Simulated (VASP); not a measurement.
Crystal: MgW7.

```xyz
8
Lattice="4.0560 0.0000 0.0000 0.0000 4.0560 0.0000 0.0000 0.0000 8.1120" Properties=species:S:1:pos:R:3 pbc="T T T"
Mg    0.0000    0.0000    0.0000
W     2.0280    0.0000    6.0840
W     2.0280    2.0280    4.0560
W     2.0280    0.0000    2.0280
W     2.0280    2.0280    0.0000
W     0.0000    2.0280    6.0840
W     0.0000    0.0000    4.0560
W     0.0000    2.0280    2.0280
```

```yaml
Program: VASP 6.6.1
Task: relaxation of cell and atoms
Functional: PBE
Potentials_or_basis: VASP PAW PBE potentials, release 64 (Mg, W_sv)
Cutoff: 600 eV
k_mesh: 4 × 4 × 2
Occupations: gaussian, width 0.1 eV
Spin: no spin polarisation
```

At the start: pressure -3.8 GPa; volume 16.68 Å³/atom.

Question: How do energy, volume and symmetry change on relaxing?

Answer: Over 16 steps the energy falls by 43.2 meV/atom and the volume is 16.42 Å³/atom (-1.6 %); space group P4/mmm (No. 123, to 0.05 Å).

Step by step:
| step | energy change (eV) | largest force (eV/Å) | pressure (GPa) | volume (Å³) |
| --- | --- | --- | --- | --- |
| 1 | 0.0000 | 0.5477 | -3.78 | 133.45 |
| 2 | 0.0531 | 0.4001 | 10.98 | 125.97 |
| 3 | -0.0621 | 0.5011 | 2.03 | 130.21 |
| 4 | -0.1646 | 0.1095 | 1.38 | 130.35 |
| 5 | -0.1819 | 0.9223 | 1.27 | 130.45 |
| 6 | -0.2160 | 0.3262 | 1.23 | 130.43 |
| 7 | -0.2201 | 0.5127 | 1.21 | 130.44 |
| 8 | -0.2472 | 0.7158 | -3.60 | 133.09 |
| 9 | -0.2627 | 0.6480 | -1.96 | 132.15 |
| 10 | -0.3142 | 0.3782 | 1.81 | 130.25 |
| 11 | -0.3160 | 0.4235 | 1.24 | 130.52 |
| 12 | -0.3394 | 0.0335 | -1.30 | 131.96 |
| 13 | -0.3401 | 0.0868 | -0.95 | 131.75 |
| 14 | -0.3410 | 0.1080 | 1.41 | 130.55 |
| 15 | -0.3444 | 0.0167 | 0.27 | 131.11 |
| 16 | -0.3454 | 0.0348 | -0.20 | 131.36 |

Final structure:
```yaml
crystal:
  lattice:
    - [3.88016, 0.00000, 0.00000]
    - [0.00000, 3.88016, 0.00000]
    - [0.00000, 0.00000, 8.72513]
  atoms:
    - { symbol: Mg, position: [0.00000, 0.00000, 0.00000] }
    - { symbol: W, position: [0.50000, 0.00000, 0.75413] }
    - { symbol: W, position: [0.50000, 0.50000, 0.50000] }
    - { symbol: W, position: [0.50000, 0.00000, 0.24587] }
    - { symbol: W, position: [0.50000, 0.50000, 0.00000] }
    - { symbol: W, position: [0.00000, 0.50000, 0.75413] }
    - { symbol: W, position: [0.00000, 0.00000, 0.50000] }
    - { symbol: W, position: [0.00000, 0.50000, 0.24587] }
```

Caveat: the k points lie up to 0.40 Å⁻¹ apart in the final cell.
